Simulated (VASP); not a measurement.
Input of a VASP 6.6.1 run:

Contents of INCAR:

```
SYSTEM = Sr
ALGO     = Normal         ! electronic algorithm
EDIFF    = 1E-6           ! SCF threshold, eV
ENCUT    = 520            ! plane-wave cutoff, eV
GGA      = PE             ! functional
ISIF     = 2              ! what is computed and relaxed
ISMEAR   = -1             ! smearing method
LASPH    = .TRUE.         ! aspherical terms in the spheres
LCHARG   = .FALSE.        ! write CHGCAR
LREAL    = .FALSE.        ! projectors in reciprocal space
LWAVE    = .FALSE.        ! write WAVECAR
NBANDS   = 11             ! bands
NELM     = 60             ! most SCF steps
PREC     = Accurate       ! precision mode
SIGMA    = 0.05           ! smearing width, eV
```

Contents of KPOINTS:

```
k-points
0
G
  11 11 10
  0 0 0
```

File POSCAR:

```
Sr
1.0
    3.9739386933      0.0000000000      0.0000000000
   -1.9869693467      3.4415318615      0.0000000000
    0.0000000000      0.0000000000      3.7001605894
Sr
1
Direct
    0.0000000000      0.0000000000      0.0000000000
```

Potentials or basis: VASP PAW PBE potentials, release 64 (Sr_sv).

Launch:

```bash
$ cat potpaw_PBE.64/Sr_sv/POTCAR > POTCAR
$ mpirun -np 1 vasp_std > vasp.out
```

(1) What does it give for the pressure?

(2) Predict the band gap on the k mesh.

## Answers

(1) 0.9 GPa.

(2) zero (band 5 reaches 1.95 eV, above the bottom of band 6 at 1.53 eV).
